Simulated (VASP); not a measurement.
Write the native input for VASP 6.6.1 that does the following.

```yaml
Task: single point
Functional: PBEsol
Potentials_or_basis: VASP PAW PBE potentials, release 64 (Al, N)
Cutoff: 520 eV
k_mesh: 10 × 10 × 6
Occupations: fermi-dirac, width 0.05 eV
Spin: no spin polarisation
Dipole_correction: no
Further_INCAR_settings: ALGO = Normal; EDIFF = 1e-06; NBANDS = 16
```

The structure of AlN lies in POSCAR:

```
AlN
1.0
    3.0048845692      0.0000000000      0.0000000000
   -1.5024422846      2.6023063723      0.0000000000
    0.0000000000      0.0000000000      4.7480174039
Al N
2 2
Direct
    0.6666666667      0.3333333333      0.4970652749
    0.3333333333      0.6666666667     -0.0029347251
    0.6666666667      0.3333333333      0.8829347251
    0.3333333333      0.6666666667      0.3829347251
```

The input as run:

INCAR

```
PREC     = Accurate       # precision mode
ENCUT    = 520            # plane-wave cutoff, eV
EDIFF    = 1E-6           # SCF threshold, eV
ISMEAR   = -1             # smearing method
SIGMA    = 0.05           # smearing width, eV
LREAL    = F              # projectors in reciprocal space
LASPH    = T              # aspherical terms in the spheres
NELM     = 80             # most SCF steps
ALGO     = Normal         # electronic algorithm
ISIF     = 2              # what is computed and relaxed
LWAVE    = F              # write WAVECAR
LCHARG   = F              # write CHGCAR
GGA      = PS             # functional
NBANDS   = 16             # bands
```

KPOINTS

```
regular mesh
0
Gamma
  10 10 6
```

Potentials or basis: VASP PAW PBE potentials, release 64 (Al, N).

The run is started by

```sh
$ cat potpaw_PBE.64/Al/POTCAR potpaw_PBE.64/N/POTCAR > POTCAR
$ mpirun -np 1 vasp_std > vasp.out
```

Results of the run:

The pressure is 30.2 GPa and the band gap on the k mesh is 5.02 eV (least direct gap 5.09 eV).

Caveat: the cell stands under pressure; the PAW data sets were made with another functional, which shifts forces and pressure a little.

It took 18 s on 1 thread of AMD EPYC 7R13 Processor (Zen 3), on a shared host, peak memory 0.13 GiB.
